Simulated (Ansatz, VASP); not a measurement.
# TiO2 in VASP and in Ansatz

File INCAR:

```
PREC     = Accurate       # precision mode
ENCUT    = 520            # plane-wave cutoff, eV
EDIFF    = 1E-6           # SCF threshold, eV
ISMEAR   = 0              # smearing method
SIGMA    = 0.05           # smearing width, eV
LREAL    = F              # projectors in reciprocal space
LASPH    = T              # aspherical terms in the spheres
NELM     = 150            # most SCF steps
ALGO     = Normal         # electronic algorithm
ISIF     = 2              # what is computed and relaxed
LWAVE    = F              # write WAVECAR
LCHARG   = T              # write CHGCAR
LMAXMIX  = 4              # l up to which the mixer works
LDAU     = T              # DFT+U
LDAUTYPE = 2            
LDAUL    = 2 -1           # shell
LDAUU    = 4 0            # U, eV
LDAUJ    = 0 0          
LDAUPRINT= 1            
GGA      = PE             # functional
IVDW     = 12             # dispersion correction
LELF     = T              # ELF
LVHAR    = T            
NBANDS   = 19             # bands
```

File KPOINTS:

```
regular mesh
0
Gamma
  9 9 9
```

Contents of POSCAR:

```
TiO2
1.0
    1.3987500000      0.8075686890      5.6001000000
   -1.3987500000      0.8075686890      5.6001000000
    0.0000000000     -1.6151373781      5.6001000000
Ti O
1 2
Direct
    0.0000000000      0.0000000000      0.0000000000
    0.6017580785      0.6017580785      0.6017580785
    0.3982419215      0.3982419215      0.3982419215
```

Input for Ansatz:

```yaml
crystal:
  lattice:
    - [1.39875, 0.807568689, 5.6001]
    - [-1.39875, 0.807568689, 5.6001]
    - [0.0, -1.6151373781, 5.6001]
  atoms:
    - { symbol: Ti, position: [0.0, 0.0, 0.0] }
    - { symbol: O, position: [0.6017580785, 0.6017580785, 0.6017580785] }
    - { symbol: O, position: [0.3982419215, 0.3982419215, 0.3982419215] }
basis:
  ecutwfc: 520.0
kpoints:
  mp_grid: { grid: [9, 9, 9] }
hamiltonian:
  xc: pbe
  pseudopotentials: { kind: paw, azcp: { folder: soft_1 } }
  dispersion: d3bj
  hubbard: { sites: [{ species: Ti, l: d, u_eff: 4.0 }] }
scf:
  occupations: { method: gaussian, width: 0.05 }
output:
  forces: true
  stress: true
  eigenvalues: true
```

Alike in both runs: task single point; functional PBE; dispersion D3(BJ); k mesh 9 × 9 × 9; occupations gaussian, width 0.05 eV; no spin polarisation; Hubbard terms Ti d U = 4.0 eV.

|  | VASP | Ansatz |
| --- | --- | --- |
| version | VASP 6.6.1 | Ansatz 0.2.0 |
| potentials or method | VASP PAW PBE potentials, release 64 (Ti_sv, O), cutoff 520 eV | scalar-relativistic, plane waves, PAW |
| valence electrons in the cell | 24 | 24 |

Ansatz gave:

```
gap on the k mesh at the Fermi level (eV)                     : 2.90
least direct gap on the mesh (eV)                             : 3.44
pressure (GPa)                                                : 14.9
traceless stress, the component that is largest in VASP (GPa) : -26.34
rms of the force components (eV/Å)                            : 0.485
```

Task: Which values does VASP return?

Result: gap on the k mesh at the Fermi level (eV): 2.98; least direct gap on the mesh (eV): 3.58; pressure (GPa): 19.4; traceless stress, the component that is largest in VASP (GPa): -26.53; rms of the force components (eV/Å): 0.254.

The programs project onto different local orbitals, so the same U acts differently, and such runs can settle in different states. Atom by atom the forces differ by 0.231 eV/Å (rms over components).
